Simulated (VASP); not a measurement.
Write the native input for VASP 6.6.1 that does the following.

- Task: single point
- Functional: PBE
- Potentials or basis: VASP PAW PBE potentials, release 64 (Ge_d, Sb, Te)
- Cutoff: 520 eV
- k mesh: 3 × 3 × 3
- Occupations: gaussian, width 0.1 eV
- Spin: no spin polarisation
- Dipole correction: no
- Further INCAR settings: ALGO = Normal; EDIFF = 1e-07; NBANDS = 26

The structure of GeSb3Te lies in POSCAR:

```
GeSb3Te
1.0
    3.3966736900      1.9610704700      3.9897502600
   -3.3966736900      1.9610704700      3.9897502600
    0.0000000000     -3.9221409300      3.9897502600
Ge Sb Te
1 3 1
Direct
    0.1348404100      0.1348404100      0.1348404100
    0.0746230400      0.6115526400      0.0746230400
    0.0746230400      0.0746230400      0.6115526400
    0.6115526400      0.0746230400      0.0746230400
    0.6234282000      0.6234282000      0.6234282000
```

One way to write it, as run:

INCAR

```
ALGO = Normal
EDIFF = 1E-7
ENCUT = 520
GGA = PE
ISIF = 2
ISMEAR = 0
LASPH = True
LCHARG = False
LREAL = False
LWAVE = False
NBANDS = 26
NELM = 60
PREC = Accurate
SIGMA = 0.1
```

KPOINTS

```
k-points
0
Gamma
  3 3 3
```

Potentials or basis: VASP PAW PBE potentials, release 64 (Ge_d, Sb, Te).

Run with:

```sh
$ cat potpaw_PBE.64/Ge_d/POTCAR potpaw_PBE.64/Sb/POTCAR potpaw_PBE.64/Te/POTCAR > POTCAR
$ mpirun -np 1 vasp_std > vasp.out
```

It gave:

```yaml
Pressure: 1.5 GPa
Largest_force: 2.478 eV/Å
```

Caveat: the k points lie up to 0.40 Å⁻¹ apart; forces of over 1 eV/Å act on the atoms, so gaps and moduli don't describe the material at rest.

It took 63 s on 1 thread of AMD EPYC 7R13 (shared host), peak memory 0.23 GiB.
